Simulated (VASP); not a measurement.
Here is a VASP 6.6.1 calculation.

File POSCAR:

```
Hf2N
1.0
    5.3131240200      0.0000000000      0.0000000000
    0.0000000000      5.3131240200      0.0000000000
    0.0000000000      0.0000000000      3.2420983900
Hf N
4 2
Direct
    0.2955363700      0.2955363700      0.0000000000
    0.7044636300      0.7044636300      0.0000000000
    0.7955363700      0.2044636300      0.5000000000
    0.2044636300      0.7955363700      0.5000000000
    0.0000000000      0.0000000000      0.0000000000
    0.5000000000      0.5000000000      0.5000000000
```

The input INCAR.step1:

```
PREC = Accurate
ENCUT = 520
ISMEAR = 0
SIGMA = 0.1
LREAL = False
LASPH = True
NELM = 80
NBANDS = 34
GGA = PE
ALGO = Normal
EDIFF = 1E-4
LWAVE = True
LCHARG = False
```

File INCAR.step2:

```
PREC = Accurate
ENCUT = 520
EDIFF = 1E-7
ISMEAR = 0
SIGMA = 0.1
LREAL = False
LASPH = True
NELM = 80
ALGO = Normal
ISIF = 2
LWAVE = False
LCHARG = False
METAGGA = R2SCAN
LMIXTAU = True
NBANDS = 34
ISTART = 1
```

Contents of KPOINTS:

```
regular mesh
0
Gamma
  6 6 10
```

Potentials or basis: VASP PAW PBE potentials, release 64 (Hf_pv, N).

The run is started by

```sh
$ cat potpaw_PBE.64/Hf_pv/POTCAR potpaw_PBE.64/N/POTCAR > POTCAR
$ cp INCAR.step1 INCAR
$ mpirun -np 1 vasp_std > vasp.out
$ cp INCAR.step2 INCAR
$ mpirun -np 1 vasp_std > vasp.out
```

(1) Estimate the pressure.

(2) What does it give for the band gap on the k mesh?

(3) Predict the largest force.

## Answers

(1) 0.0 GPa.

(2) zero (bands 25 and 26 overlap by 2.77 eV).

(3) 0.012 eV/Å.

Caveat: the PAW data sets were made with another functional, which shifts forces and pressure a little; spin-orbit coupling is left out, which moves the levels of the heavy elements.
